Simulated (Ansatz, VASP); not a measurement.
# TiO2: VASP beside Ansatz

```xyz
6
Lattice="-1.9089 1.9089 4.7050 1.9089 -1.9089 4.7050 1.9089 1.9089 -4.7050" Properties=species:S:1:pos:R:3 pbc="T T T"
Ti    0.0000    0.0000    0.0000
Ti    0.0000    1.9089    2.3525
O     0.0000    0.0000    1.9317
O     0.0000    1.9089    4.2842
O     0.0000    1.9089    0.4209
O     0.0000    0.0000    7.4784
```

Change from the starting cell: strain -0.0375 x Voigt [0, 0, 1, 0, 0, 0], atoms carried along.

Alike in both runs: task single point; functional PBE; k mesh 8 × 8 × 8; occupations gaussian, width 0.05 eV; no spin polarisation; Hubbard terms Ti d U = 4.0 eV.

|  | VASP | Ansatz |
| --- | --- | --- |
| version | VASP 6.6.1 | Ansatz 0.2.0 |
| potentials or method | VASP PAW PBE potentials, release 64 (Ti_sv, O), cutoff 520 eV | scalar-relativistic, plane waves, PAW |
| valence electrons in the cell | 48 | 48 |

```csv
,VASP,Ansatz,Ansatz less VASP
gap on the k mesh at the Fermi level (eV),2.80,2.78,-0.013
least direct gap on the mesh (eV),3.04,3.02,-0.020
pressure (GPa),14.0,9.2,-4.76
"traceless stress, the component that is largest in VASP (GPa)",8.05,7.87,-0.180
rms of the force components (eV/Å),0.479,0.373,-0.1051
```

The programs project onto different local orbitals, so the same U acts differently, and such runs can settle in different states. Atom by atom the forces differ by 0.105 eV/Å (rms over components).
